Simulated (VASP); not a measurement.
# Nb3C (P6_3/mmc) in VASP: relaxation of cell and atoms with PBE

Aim: the relaxation of cell and atoms of Nb3C with PBE.

Everything below comes from runs of VASP 6.6.1. Logs are shortened: lines on timing, memory, paths and dates and some standing lists are left out, and cuts for length are marked.

### Step 1. The cell of the first run

Symmetry: P6_3/mmc, No. 194, hexagonal system. The conventional cell has a = 5.347 Å, b = 5.347 Å, c = 4.756 Å, α = 90.00°, β = 90.00°, γ = 120.00°. Nb (site symmetry mm2) has 8 Nb at 2.65 to 2.84 Å and 4 C at 2.67 to 2.83 Å within 3.5 Å. Within 3.5 Å of C (site symmetry -6m2) lie 12 Nb at 2.67 to 2.83 Å.

The cell was generated, and may not be a known phase.

### Step 2. Relaxation of cell and atoms, PBE

INCAR reads:

```
SYSTEM = Nb3C
PREC = Accurate ; ENCUT = 600
EDIFF = 1E-6 ; ISMEAR = 0
SIGMA = 0.1 ; LREAL = .FALSE.
LASPH = .TRUE. ; NELM = 60
ALGO = Fast ; ISIF = 3
LWAVE = .FALSE. ; LCHARG = .FALSE.
GGA = PE ; IBRION = 2
NSW = 100 ; EDIFFG = -0.01
```

KPOINTS reads:

```
regular mesh
0
G
  12 12 8
  0 0 0
```

POSCAR reads:

```
Nb3C
1.0
    5.3474818012      0.0000000000      0.0000000000
   -2.6737409006      4.6310550861      0.0000000000
    0.0000000000      0.0000000000      4.7556375826
Nb C
6 2
Direct
    0.3361052335      0.1680526167      0.7500000000
    0.8319473833      0.6638947665      0.7500000000
    0.1680526167      0.8319473833      0.2500000000
    0.6638947665      0.8319473833      0.2500000000
    0.1680526167      0.3361052335      0.2500000000
    0.8319473833      0.1680526167      0.7500000000
    0.6666666667      0.3333333333      0.2500000000
    0.3333333333      0.6666666667      0.7500000000
```

Potentials or basis: VASP PAW PBE potentials, release 64 (Nb_sv, C).

Command:

```
$ cat potpaw_PBE.64/Nb_sv/POTCAR potpaw_PBE.64/C/POTCAR > POTCAR
$ mpirun -np 1 vasp_std > vasp.out
```

OUTCAR:

```text
SYSTEM = Nb3C
   PREC = Accurate
   ENCUT = 600
   EDIFF = 1E-6
   ISMEAR = 0
   LREAL = .FALSE.
   LASPH = .TRUE.
   NELM = 60
   ISIF = 3
   GGA = PE
   IBRION = 2
   NSW = 100
   EDIFFG = -0.01

 ion  position               nearest neighbor table
   1  0.336  0.168  0.750-   2 2.65   6 2.65   2 2.70   6 2.70   3 2.84   3 2.84   5 2.84   5 2.84

   2  0.832  0.664  0.750-   1 2.65   6 2.65   1 2.70   6 2.70   3 2.84   3 2.84   4 2.84   4 2.84

   3  0.168  0.832  0.250-   5 2.65   4 2.65   5 2.70   4 2.70   1 2.84   1 2.84   2 2.84   2 2.84

   4  0.664  0.832  0.250-   5 2.65   3 2.65   5 2.70   3 2.70   6 2.84   6 2.84   2 2.84   2 2.84

   5  0.168  0.336  0.250-   3 2.65   4 2.65   3 2.70   4 2.70   6 2.84   6 2.84   1 2.84   1 2.84

   6  0.832  0.168  0.750-   2 2.65   1 2.65   2 2.70   1 2.70   4 2.84   4 2.84   5 2.84   5 2.84

   7  0.667  0.333  0.250-
   8  0.333  0.667  0.750-

  LATTYP: Found a hexagonal cell.
 ALAT       =     5.3474818012
 C/A-ratio  =     0.8893228176

  Lattice vectors:

 A1 = (   5.3474818012,   0.0000000000,   0.0000000000)
 A2 = (  -2.6737409006,   4.6310550861,   0.0000000000)
 A3 = (   0.0000000000,   0.0000000000,   4.7556375826)

Analysis of symmetry for initial positions (statically):
=====================================================================
 Subroutine PRICEL returns:
 Original cell was already a primitive cell.

 Routine SETGRP: Setting up the symmetry group for a
 hexagonal supercell.

 Subroutine GETGRP returns: Found 24 space group operations
 (whereof 12 operations were pure point group operations)
 out of a pool of 24 trial point group operations.

The static configuration has the point symmetry D_3d.
 The point group associated with its full space group is D_6h.

Analysis of symmetry for dynamics (positions and initial velocities):
=====================================================================
 Subroutine PRICEL returns:
 Original cell was already a primitive cell.

 Routine SETGRP: Setting up the symmetry group for a
 hexagonal supercell.

 Subroutine GETGRP returns: Found 24 space group operations
 (whereof 12 operations were pure point group operations)
 out of a pool of 24 trial point group operations.

The dynamic configuration has the point symmetry D_3d.
 The point group associated with its full space group is D_6h.

 Subroutine INISYM returns: Found 24 space group operations
 (whereof 12 operations are pure point group operations),
 and found     1 'primitive' translations

----------------------------------------------------------------------------------------

                                     Primitive cell

  volume of cell :     117.7709

  direct lattice vectors                    reciprocal lattice vectors
     5.347481801  0.000000000  0.000000000     0.187003909  0.107966757  0.000000000
    -2.673740901  4.631055086  0.000000000     0.000000000  0.215933514  0.000000000
     0.000000000  0.000000000  4.755637583     0.000000000  0.000000000  0.210276747

  length of vectors
     5.347481801  5.347481801  4.755637583     0.215933514  0.215933514  0.210276747

  position of ions in fractional coordinates (direct lattice)
     0.336105233  0.168052617  0.750000000
     0.831947383  0.663894767  0.750000000
     0.168052617  0.831947383  0.250000000
     0.663894767  0.831947383  0.250000000
     0.168052617  0.336105233  0.250000000
     0.831947383  0.168052617  0.750000000
     0.666666667  0.333333333  0.250000000
     0.333333333  0.666666667  0.750000000

  ion indices of the primitive-cell ions
   primitive index   ion index
                 1           1
                 2           2
                 3           3
                 4           4
                 5           5
                 6           6
                 7           7
                 8           8

----------------------------------------------------------------------------------------

 KPOINTS: regular mesh

Automatic generation of k-mesh.
 Grid dimensions read from file:
 generate k-points for:   12   12    8

 Generating k-lattice:

  Cartesian coordinates                     Fractional coordinates (reciprocal lattice)
     0.015583659  0.008997230  0.000000000     0.083333333  0.000000000  0.000000000
     0.000000000  0.017994460  0.000000000     0.000000000  0.083333333  0.000000000
     0.000000000  0.000000000  0.026284593     0.000000000  0.000000000  0.125000000

  Length of vectors
     0.017994460  0.017994460  0.026284593

  Shift w.r.t. Gamma in fractional coordinates (k-lattice)
     0.000000000  0.000000000  0.000000000

 Subroutine IBZKPT returns following result:
 ===========================================

 Found     95 irreducible k-points:

 Following reciprocal coordinates:
            Coordinates               Weight
  0.000000  0.000000  0.000000      1.000000
  0.083333 -0.000000  0.000000      6.000000
  0.166667 -0.000000  0.000000      6.000000
  0.250000 -0.000000  0.000000      6.000000
  0.333333  0.000000  0.000000      6.000000
  0.416667 -0.000000  0.000000      6.000000
[... 16 lines left out ...]
  0.250000 -0.000000  0.125000     12.000000
  0.333333  0.000000  0.125000     12.000000
 [... further k-points ...]
   k-points           NKPTS =     95   k-points in BZ     NKDIM =     95   number of bands    NBANDS=     51
   number of dos      NEDOS =    301   number of ions     NIONS =      8
   total plane-waves  NPLWV =  92160
   dimension x,y,z NGX =    48 NGY =   48 NGZ =   40
   dimension x,y,z NGXF=    96 NGYF=   96 NGZF=   80
   ions per type =               6   2
   NGX,Y,Z   is equivalent  to a cutoff of  14.92, 14.92, 13.98 a.u.
   NGXF,Y,Z  is equivalent  to a cutoff of  29.85, 29.85, 27.97 a.u.
 SYSTEM =  Nb3C
   PREC   = accura    normal or accurate (medium, high low for compatibility)
   ISTART =      0    job   : 0-new  1-cont  2-samecut
   ICHARG =      2    charge: 1-file 2-atom 10-const
   ISPIN  =      1    spin polarized calculation?
   LNONCOLLINEAR =      F non collinear calculations
   LSORBIT =      F    spin-orbit coupling
   LASPH  =      T    aspherical Exc in radial PAW
   ENCUT  =  600.0 eV  44.10 Ry    6.64 a.u.  10.68 10.68  9.50*2*pi/ulx,y,z
   NELM   =     60;   NELMIN=  2; NELMDL= -5     # of ELM steps
   EDIFF  = 0.1E-05   stopping-criterion for ELM
   LREAL  =      F    real-space projection
   EDIFFG = -.1E-01   stopping-criterion for IOM
   NSW    =    100    number of steps for IOM
   IBRION =      2    ionic relax: 0-MD 1-quasi-New 2-CG
   NFREE  =      1    steps in history (QN), initial steepest desc. (CG)
   ISIF   =      3    stress and relaxation
   ISYM   =      2    0-nonsym 1-usesym 2-fastsym
   POTIM  = 0.5000    time-step for ionic-motion
   TEBEG  =    0.0;   TEEND  =   0.0 temperature during run
   PSTRESS=    0.0 pullay stress
   NELECT =      86.0000    total number of electrons
   NUPDOWN=      -1.0000    fix difference up-down
   EMIN   =  10.00;   EMAX   =-10.00  energy-range for DOS
   EFERMI =   0.00;   METHOD = LEGACY
   ISMEAR =     0;   SIGMA  =   0.10  broadening in eV -4-tet -1-fermi 0-gaus
   EFERMI_NEDOS =   21; number of points for ismear=-14 and -15
   IALGO  =     68    algorithm
   IMIX   =      4    mixing-type and parameters
     AMIX     =   0.40;   BMIX     =  1.00
     AMIX_MAG =   1.60;   BMIX_MAG =  1.00
  volume/ion in A,a.u.               =      14.72        99.34
  Fermi-wavevector in a.u.,A,eV,Ry     =   1.474218  2.785868 29.569787  2.173318
  Thomas-Fermi vector in A             =   2.589016
   LORBIT       =      0    0 simple, 1 ext, 2 COOP (PROOUT), +10 PAW based schemes
   GGA     = PE    functional components
   LHFCALC =     F    Hartree Fock is set to
   AEXX    =    0.0000 exact exchange contribution
   IVDW    =     0    specifies the selected vdW correction
   LEPSILON=     F    determine dielectric tensor
   LRPA    =     F    only Hartree local field effects (RPA)
 conjugate gradient relaxation of ions
 non-spin polarized calculation
 RMM-DIIS sequential band-by-band and
 Gauss-broadening in eV      SIGMA  =   0.10
  energy-cutoff  :      600.00
  volume of cell :      117.77
 maximum number of plane-waves:      3967
 NGX is ok and might be reduce to    48
   NGX = 21   NGY = 21   NGZ = 19

--------------------------------------- Ionic step        1  -------------------------------------------

 number of electron      86.0000001 magnetization

 Free energy of the ion-electron system (eV)
  ---------------------------------------------------
  ext. energy  EPLUGINS =         0.00000000
  ---------------------------------------------------
  free energy    TOTEN  =       -73.65101223 eV

  energy without entropy =      -73.62120668  energy(sigma->0) =      -73.63610946

------------------------ aborting loop because EDIFF is reached ----------------------------------------

  FORCE on cell =-STRESS in cart. coord.  units (eV):
  Direction    XX          YY          ZZ          XY          YZ          ZX
  --------------------------------------------------------------------------------------
  -------------------------------------------------------------------------------------
  Total        0.0297114      0.0297114     -0.5059477      0.0000000      0.0000000      0.0000000
  in kB        0.4041991      0.4041991     -6.8830061      0.0000000      0.0000000      0.0000000
  external PRESSURE =      -2.0248693 kB  Pullay stress =       0.0000000 kB
[... 195 lines left out ...]
  energy  without entropy=      -73.6234245196  energy(sigma->0) =      -73.63797902

--------------------------------------- Ionic step        6  -------------------------------------------

 number of electron      86.0000002 magnetization

 Free energy of the ion-electron system (eV)
  ---------------------------------------------------
  ext. energy  EPLUGINS =         0.00000000
  ---------------------------------------------------
  free energy    TOTEN  =       -73.65256746 eV

  energy without entropy =      -73.62338362  energy(sigma->0) =      -73.63797554

 E-fermi :  11.5713     XC(G=0): -12.6771

 val. band max:       11.5711356767   @ k =   0.4167   0.0833   0.5000
 cond. band min:      11.5715906037   @ k =   0.2500  -0.0000   0.2500
 fundamental gap:      0.0004549270
 Fermi energy:        11.5712693078

 k-point     1 :       0.0000    0.0000    0.0000
  band No.  band energies     occupation
      1     -43.2250      2.00000
      2     -42.9900      2.00000
      3     -42.8361      2.00000
      4     -42.8361      2.00000
      5     -42.7246      2.00000
      6     -42.7246      2.00000
[... 1285 lines left out ...]
     50      13.9967      0.00000
     51      14.3495      0.00000

 [... further k-points ...]

------------------------ aborting loop because EDIFF is reached ----------------------------------------

  FORCE on cell =-STRESS in cart. coord.  units (eV):
  Direction    XX          YY          ZZ          XY          YZ          ZX
  --------------------------------------------------------------------------------------
  -------------------------------------------------------------------------------------
  Total       -0.0079460     -0.0079460      0.0376126     -0.0000000      0.0000000      0.0000000
  in kB       -0.1082144     -0.1082144      0.5122352     -0.0000000      0.0000000      0.0000000
  external PRESSURE =       0.0986021 kB  Pullay stress =       0.0000000 kB
[... 23 lines left out ...]
  FREE ENERGIE OF THE ION-ELECTRON SYSTEM (eV)
  ---------------------------------------------------
  free  energy   TOTEN  =       -73.6525674570 eV

  energy  without entropy=      -73.6233836230  energy(sigma->0) =      -73.63797554

 reached required accuracy - stopping structural energy minimisation
```

Run time: 3 h. Hardware: 1 thread of Oxide Virtual Turin-like, shared host; peak memory 0.64 GiB.

Results:

| Item | Value |
| --- | --- |
| Free energy | -73.6526 eV |
| Relaxed volume | 14.71 Å³/atom |
| Relaxed cell | a = 5.355 Å, b = 5.355 Å, c = 4.738 Å, α = 90.00°, β = 90.00°, γ = 120.00° |
| Space group after relaxing (to 0.1 Å) | P6_3/mmc (No. 194) |
| Energy gained by relaxing | 0.2 meV/atom |
| Ionic steps | 6 |
| Pressure after relaxing | 0.0 GPa |
| Largest force after relaxing | 0.007 eV/Å |
| Band gap on the k mesh | zero (bands 43 and 44 overlap by 1.58 eV) |

Forces in eV/Å, atoms in the order of the input:
```
Nb   0.006  0.004  0.000
Nb   0.000 -0.007  0.000
Nb   0.006 -0.004  0.000
Nb  -0.006 -0.004  0.000
Nb   0.000  0.007  0.000
Nb  -0.006  0.004  0.000
C    0.000  0.000  0.000
C    0.000  0.000  0.000
```

Step by step:
```csv
step,energy change (eV),largest force (eV/Å),pressure (GPa),volume (Å³)
1,0.0000,0.0674,-0.20,117.77
2,-0.0012,0.0166,0.32,117.45
3,-0.0012,0.0040,0.27,117.50
4,-0.0014,0.0277,-0.24,117.79
5,-0.0015,0.0178,-0.03,117.67
6,-0.0016,0.0070,0.01,117.65
```

Final structure:
```
CELL_PARAMETERS angstrom
5.35474 0.00000 0.00000
-2.67737 4.63734 0.00000
0.00000 0.00000 4.73769
ATOMIC_POSITIONS crystal
Nb 0.33668 0.16834 0.75000
Nb 0.83166 0.66332 0.75000
Nb 0.16834 0.83166 0.25000
Nb 0.66332 0.83166 0.25000
Nb 0.16834 0.33668 0.25000
Nb 0.83166 0.16834 0.75000
C 0.66667 0.33333 0.25000
C 0.33333 0.66667 0.75000
```
